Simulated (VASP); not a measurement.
# MnAl3 (Fm-3m) in VASP: relaxation of cell and atoms with PBEsol

Aim: the relaxation of cell and atoms of MnAl3 with PBEsol.

All numbers are computed with VASP 6.6.1; they aren't measurements. Logs are shortened: lines on timing, memory, paths and dates and some standing lists are left out, and cuts for length are marked.

### 1 The cell of the first run

It takes space group Fm-3m (No. 225, cubic). The conventional cell has a = 6.016 Å, b = 6.016 Å, c = 6.016 Å, α = 90.00°, β = 90.00°, γ = 90.00°. Al (site symmetry -43m) has 10 Al at 2.60 to 3.01 Å and 4 Mn at 2.60 Å within 3.4 Å. Within 3.4 Å of Al (site symmetry m-3m) lie 8 Al at 2.60 Å and 6 Mn at 3.01 Å. Mn (site symmetry m-3m) has 14 Al at 2.60 to 3.01 Å within 3.4 Å.

### 2 Relaxation of cell and atoms, PBEsol, collinear spin, ferromagnetic start

INCAR

```
PREC = Accurate
ENCUT = 600
EDIFF = 1E-7
ISMEAR = 0
SIGMA = 0.1
LREAL = False
LASPH = True
NELM = 150
ALGO = Normal
ISIF = 3
LWAVE = False
LCHARG = False
ISPIN = 2
MAGMOM = 0 0 0 4
LORBIT = 11
LMAXMIX = 4
GGA = PS
IBRION = 2
NSW = 80
EDIFFG = -0.01
```

KPOINTS

```
regular mesh
0
Gamma
  12 12 12
```

POSCAR

```
MnAl3
1.0
    0.0000000000      3.0078250317      3.0078250317
    3.0078250317      0.0000000000      3.0078250317
    3.0078250317      3.0078250317      0.0000000000
Al Mn
3 1
Direct
    0.2500000000      0.2500000000      0.2500000000
    0.7500000000      0.7500000000      0.7500000000
    0.5000000000      0.5000000000      0.5000000000
    0.0000000000      0.0000000000      0.0000000000
```

Potentials or basis: VASP PAW PBE potentials, release 64 (Al, Mn_pv).

On the command line:

```sh
$ cat potpaw_PBE.64/Al/POTCAR potpaw_PBE.64/Mn_pv/POTCAR > POTCAR
$ mpirun -np 1 vasp_std > vasp.out
```

OUTCAR:

```text
PREC = Accurate
   ENCUT = 600
   EDIFF = 1E-7
   ISMEAR = 0
   LREAL = False
   LASPH = True
   NELM = 150
   ISIF = 3
   ISPIN = 2
   LORBIT = 11
   GGA = PS
   IBRION = 2
   NSW = 80
   EDIFFG = -0.01

 ion  position               nearest neighbor table
   1  0.250  0.250  0.250-   3 2.60   4 2.60   4 2.60   4 2.60   4 2.60   3 2.60   3 2.60   3 2.60
                             2 3.01   2 3.01   2 3.01   2 3.01   2 3.01   2 3.01
   2  0.750  0.750  0.750-   3 2.60   4 2.60   3 2.60   3 2.60   3 2.60   4 2.60   4 2.60   4 2.60
                             1 3.01   1 3.01   1 3.01   1 3.01   1 3.01   1 3.01
   3  0.500  0.500  0.500-   1 2.60   2 2.60   1 2.60   1 2.60   1 2.60   2 2.60   2 2.60   2 2.60
                             4 3.01   4 3.01   4 3.01   4 3.01   4 3.01   4 3.01
   4  0.000  0.000  0.000-   1 2.60   2 2.60   2 2.60   2 2.60   2 2.60   1 2.60   1 2.60   1 2.60
                             3 3.01   3 3.01   3 3.01   3 3.01   3 3.01   3 3.01

  LATTYP: Found a face centered cubic cell.
 ALAT       =     6.0156500634

  Lattice vectors:

 A1 = (   0.0000000000,   3.0078250317,   3.0078250317)
 A2 = (   3.0078250317,   0.0000000000,   3.0078250317)
 A3 = (   3.0078250317,   3.0078250317,   0.0000000000)

Analysis of symmetry for initial positions (statically):
=====================================================================
 Subroutine PRICEL returns:
 Original cell was already a primitive cell.

 Routine SETGRP: Setting up the symmetry group for a
 face centered cubic supercell.

 Subroutine GETGRP returns: Found 48 space group operations
 (whereof 48 operations were pure point group operations)
 out of a pool of 48 trial point group operations.

The static configuration has the point symmetry O_h .

Analysis of symmetry for dynamics (positions and initial velocities):
=====================================================================
 Subroutine PRICEL returns:
 Original cell was already a primitive cell.

 Routine SETGRP: Setting up the symmetry group for a
 face centered cubic supercell.

 Subroutine GETGRP returns: Found 48 space group operations
 (whereof 48 operations were pure point group operations)
 out of a pool of 48 trial point group operations.

The dynamic configuration has the point symmetry O_h .

Analysis of structural, dynamic, and magnetic symmetry:
=====================================================================
 Subroutine PRICEL returns:
 Original cell was already a primitive cell.

 Routine SETGRP: Setting up the symmetry group for a
 face centered cubic supercell.

 Subroutine GETGRP returns: Found 48 space group operations
 (whereof 48 operations were pure point group operations)
 out of a pool of 48 trial point group operations.

The overall configuration has the point symmetry O_h .

 Subroutine INISYM returns: Found 48 space group operations
 (whereof 48 operations are pure point group operations),
 and found     1 'primitive' translations

----------------------------------------------------------------------------------------

                                     Primitive cell

  volume of cell :      54.4237

  direct lattice vectors                    reciprocal lattice vectors
     0.000000000  3.007825032  3.007825032    -0.166233074  0.166233074  0.166233074
     3.007825032  0.000000000  3.007825032     0.166233074 -0.166233074  0.166233074
     3.007825032  3.007825032  0.000000000     0.166233074  0.166233074 -0.166233074

  length of vectors
     4.253706953  4.253706953  4.253706953     0.287924129  0.287924129  0.287924129

  position of ions in fractional coordinates (direct lattice)
[... 111 lines left out ...]
   IVDW    =     0    specifies the selected vdW correction
   LEPSILON=     F    determine dielectric tensor
   LRPA    =     F    only Hartree local field effects (RPA)
 conjugate gradient relaxation of ions
 spin polarized calculation
 Gauss-broadening in eV      SIGMA  =   0.10
  energy-cutoff  :      600.00
  volume of cell :       54.42
 maximum number of plane-waves:      1853
 NGX is ok and might be reduce to    36
   NGX = 17   NGY = 17   NGZ = 17

--------------------------------------- Ionic step        1  -------------------------------------------

 number of electron      21.9999993 magnetization       1.3807352

 Free energy of the ion-electron system (eV)
  ---------------------------------------------------
  ext. energy  EPLUGINS =         0.00000000
  ---------------------------------------------------
  free energy    TOTEN  =       -21.63988737 eV

  energy without entropy =      -21.62184811  energy(sigma->0) =      -21.63086774

------------------------ aborting loop because EDIFF is reached ----------------------------------------

  FORCE on cell =-STRESS in cart. coord.  units (eV):
  Direction    XX          YY          ZZ          XY          YZ          ZX
  --------------------------------------------------------------------------------------
  -------------------------------------------------------------------------------------
  Total        0.0430979      0.0430979      0.0430979      0.0000000      0.0000000      0.0000000
  in kB        1.2687589      1.2687589      1.2687589      0.0000000      0.0000000      0.0000000
  external PRESSURE =       1.2687589 kB  Pullay stress =       0.0000000 kB

 VOLUME and BASIS-vectors are now :
 -----------------------------------------------------------------------------
  energy-cutoff  :      600.00
  volume of cell :       54.42
      direct lattice vectors                 reciprocal lattice vectors
     0.000000000  3.007825032  3.007825032    -0.166233074  0.166233074  0.166233074
     3.007825032  0.000000000  3.007825032     0.166233074 -0.166233074  0.166233074
     3.007825032  3.007825032  0.000000000     0.166233074  0.166233074 -0.166233074

 POSITION                                       TOTAL-FORCE (eV/Angst)
 -----------------------------------------------------------------------------------
      1.50391      1.50391      1.50391         0.000000     -0.000000      0.000000
      4.51174      4.51174      4.51174        -0.000000      0.000000     -0.000000
      3.00783      3.00783      3.00783         0.000000     -0.000000     -0.000000
      0.00000      0.00000      0.00000         0.000000     -0.000000     -0.000000
 -----------------------------------------------------------------------------------
    total drift:                               -0.000000      0.000000      0.000000

  FREE ENERGIE OF THE ION-ELECTRON SYSTEM (eV)
  ---------------------------------------------------
  free  energy   TOTEN  =       -21.6398873662 eV

  energy  without entropy=      -21.6218481144  energy(sigma->0) =      -21.63086774

--------------------------------------- Ionic step        2  -------------------------------------------

 number of electron      21.9999993 magnetization       1.3847876

 Free energy of the ion-electron system (eV)
  ---------------------------------------------------
  ext. energy  EPLUGINS =         0.00000000
  ---------------------------------------------------
  free energy    TOTEN  =       -21.63989506 eV

  energy without entropy =      -21.62187171  energy(sigma->0) =      -21.63088338

 E-fermi :   9.4174     XC(G=0): -11.4067

 val. band max:        9.4148936904   @ k =  -0.2500   0.3333   0.0833
 cond. band min:       9.4176324971   @ k =   0.4167   0.3333   0.0000
 fundamental gap:      0.0027388067
 Fermi energy:         9.4174156194

 spin component 1

 k-point     1 :       0.0000    0.0000    0.0000
  band No.  band energies     occupation
      1     -38.5385      1.00000
      2     -38.5385      1.00000
      3     -38.5385      1.00000
      4      -2.0351      1.00000
      5       6.4417      1.00000
      6       6.4417      1.00000
[... 459 lines left out ...]
      6       4.8868      1.00000
[... 9 lines left out ...]
     16      14.2979      0.00000
     17      14.9233      0.00000

 [... further k-points ...]

 spin component 2

 k-point     1 :       0.0000    0.0000    0.0000
  band No.  band energies     occupation
      1     -37.1569      1.00000
      2     -37.1569      1.00000
      3     -37.1569      1.00000
      4      -1.9983      1.00000
      5       6.9149      1.00000
      6       6.9149      1.00000
[... 459 lines left out ...]
      6       5.0445      1.00000
[... 9 lines left out ...]
     16      14.4604      0.00000
     17      15.0933      0.00000

 [... further k-points ...]
[... 5 lines left out ...]
  --------------------------------------------------------------------------------------
  -------------------------------------------------------------------------------------
  Total       -0.0209496     -0.0209496     -0.0209496      0.0000000      0.0000000      0.0000000
  in kB       -0.6157750     -0.6157750     -0.6157750      0.0000000      0.0000000      0.0000000
  external PRESSURE =      -0.6157750 kB  Pullay stress =       0.0000000 kB

 VOLUME and BASIS-vectors are now :
 -----------------------------------------------------------------------------
  energy-cutoff  :      600.00
  volume of cell :       54.51
      direct lattice vectors                 reciprocal lattice vectors
     0.000000000  3.009388467  3.009388467    -0.166146712  0.166146712  0.166146712
     3.009388467  0.000000000  3.009388467     0.166146712 -0.166146712  0.166146712
     3.009388467  3.009388467  0.000000000     0.166146712  0.166146712 -0.166146712

 POSITION                                       TOTAL-FORCE (eV/Angst)
 -----------------------------------------------------------------------------------
      1.50469      1.50469      1.50469         0.000000      0.000000      0.000000
      4.51408      4.51408      4.51408        -0.000000     -0.000000     -0.000000
      3.00939      3.00939      3.00939         0.000000     -0.000000      0.000000
      3.00939      6.01878      3.00939         0.000000     -0.000000      0.000000
 -----------------------------------------------------------------------------------
    total drift:                                0.000000      0.000000      0.000000

  FREE ENERGIE OF THE ION-ELECTRON SYSTEM (eV)
  ---------------------------------------------------
  free  energy   TOTEN  =       -21.6398950613 eV

  energy  without entropy=      -21.6218717085  energy(sigma->0) =      -21.63088338

 reached required accuracy - stopping structural energy minimisation

 total charge

# of ion       s       p       d       tot
------------------------------------------
    1        0.393   0.412   0.000   0.805
    2        0.393   0.412   0.000   0.805
    3        0.386   0.410   0.000   0.796
    4        0.345   6.249   5.262  11.855
--------------------------------------------------
tot          1.516   7.483   5.262  14.260

 magnetization (x)

# of ion       s       p       d       tot
------------------------------------------
    1       -0.013  -0.006   0.000  -0.019
    2       -0.013  -0.006   0.000  -0.019
    3       -0.014  -0.005   0.000  -0.019
    4        0.002   0.045   1.326   1.373
--------------------------------------------------
tot         -0.038   0.028   1.326   1.315
```

It took 3 min on 1 thread of AMD EPYC 9R45 (Zen 5), shared host; peak memory 0.3 GiB.

What came out:

| Item | Value |
| --- | --- |
| Free energy | -21.6399 eV |
| Relaxed volume | 13.63 Å³/atom |
| Relaxed cell | a = 4.256 Å, b = 4.256 Å, c = 4.256 Å, α = 60.00°, β = 60.00°, γ = 60.00° |
| Space group after relaxing (to 0.05 Å) | Fm-3m (No. 225) |
| Energy gained by relaxing | 0.0 meV/atom |
| Ionic steps | 2 |
| Pressure after relaxing | -0.1 GPa |
| Net moment | 1.38 μB per cell |
| Site moments | Al -0.02; Mn +1.37 μB |
| Valence electrons inside the program's atomic spheres | Al 0.81, 0.80; Mn 11.86 |

Final structure:
```
CELL_PARAMETERS angstrom
0.00000 3.00939 3.00939
3.00939 0.00000 3.00939
3.00939 3.00939 0.00000
ATOMIC_POSITIONS crystal
Al 0.25000 0.25000 0.25000
Al 0.75000 0.75000 0.75000
Al 0.50000 0.50000 0.50000
Mn 0.00000 0.00000 0.00000
```

Caveat: the PAW data sets were made with another functional, which shifts forces and pressure a little; the moment fell far below its start of 4 μB, so a state of higher moment may lie lower in energy.
